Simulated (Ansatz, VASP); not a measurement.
## VAu in VASP and in Ansatz

```
Au V
1.0
     1.41040    0.81430    4.61109
    -1.41040    0.81430    4.61109
     0.00000   -1.62859    4.61109
Au V
1 1
Direct
  0.00000 0.00000 0.00000
  0.50000 0.50000 0.50000
```

Alike in both runs: task single point; functional RPBE; k mesh 11 × 11 × 11; occupations gaussian, width 0.05 eV; collinear spin.

|  | VASP | Ansatz |
| --- | --- | --- |
| version | VASP 6.6.1 | Ansatz 0.2.0 |
| potentials or method | VASP PAW PBE potentials, release 64 (Au, V_sv), cutoff 520 eV | all-electron LAPW, scalar-relativistic |

Ansatz gave:

```
gap on the k mesh at the Fermi level (eV)                     : none
pressure (GPa)                                                : 2.1
traceless stress, the component that is largest in VASP (GPa) : 1.29
net moment per atom (μB)                                      : 0.00
```

Question: Which values does VASP return?

Answer: gap on the k mesh at the Fermi level (eV): none; pressure (GPa): 2.1; traceless stress, the component that is largest in VASP (GPa): 1.33; net moment per atom (μB): 0.00.

VASP's potentials were made for PBE, not for RPBE. A gap of «none» marks a metal or a gap that the smearing closes. Ansatz ran all-electron here, and VASP with PAW potentials.

Neither program's run includes spin-orbit coupling.
